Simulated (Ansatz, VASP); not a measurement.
GaO: VASP beside Ansatz

```
Ga O
1.0
     2.75013    0.00000    0.00000
     0.00000    2.75013    0.00000
     0.00000    0.00000    3.37108
Ga O
1 1
Direct
  0.50000 0.50000 0.50000
  0.00000 0.00000 0.00000
```

Change from the starting cell: species swapped into the ZnPt type (P4/mmm, No. 123).

Alike in both runs: task single point; functional PBE; k mesh 6 × 6 × 6; occupations gaussian, width 0.1 eV; collinear spin.

|  | VASP | Ansatz |
| --- | --- | --- |
| version | VASP 6.6.1 | Ansatz 0.2.0 |
| potentials or method | VASP PAW PBE potentials, release 64 (Ga_d, O), cutoff 520 eV | scalar-relativistic, plane waves, PAW |
| valence electrons in the cell | 19 | 19 |

|  | VASP | Ansatz | Ansatz less VASP |
| --- | --- | --- | --- |
| gap on the k mesh at the Fermi level (eV) | none | none | - |
| pressure (GPa) | -9.9 | -10.0 | -0.13 |
| traceless stress, the component that is largest in VASP (GPa) | -23.45 | -23.43 | +0.022 |
| net moment per atom (μB) | 0.00 | 0.00 | -0.001 |

A gap of «none» marks a metal or a gap that the smearing closes. With one functional, cell and mesh, what is left measures potentials, basis and numerics. Ansatz's warnings: seeded moment not kept.

The k mesh is coarse, so the values compare programs but aren't converged.
